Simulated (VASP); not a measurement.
A run of VASP 6.6.1 is set up as follows.

File INCAR:

```
SYSTEM = C
  PREC = Accurate
  ENCUT = 520
  EDIFF = 1E-7
  ISMEAR = 0
  SIGMA = 0.15
  LREAL = .False.
  LASPH = .True.
  NELM = 60
  ALGO = Normal
  ISIF = 2
  LWAVE = .False.
  LCHARG = .True.
  GGA = PE
  LELF = .True.
  LVHAR = .True.
  NBANDS = 16
```

Contents of KPOINTS:

```
Automatic mesh
0
Gamma
  18 18 6
  0 0 0
```

POSCAR

```
C
1.0
    1.2332770792     -2.1360444277      0.0000000000
    1.2332770792      2.1360444277      0.0000000000
    0.0000000000      0.0000000000      8.7070252276
C
4
Direct
    0.1433036597      0.8566963403      0.7699217239
    0.5233623342      0.4766376658      0.2300779570
    0.8566963403      0.1433036597      0.2300782761
    0.4766376658      0.5233623342      0.7699220430
```

Potentials or basis: VASP PAW PBE potentials, release 64 (C).

Command:

```console
$ cat potpaw_PBE.64/C/POTCAR > POTCAR
$ mpirun -np 1 vasp_std > vasp.out
```

(1) Predict the largest force.

(2) Estimate the pressure.

Answers

(1) 0.006 eV/Å.

(2) 0.4 GPa.

Caveat: this functional lacks dispersion, which binds the layers, so the pressure and a relaxed spacing across them are unreliable.
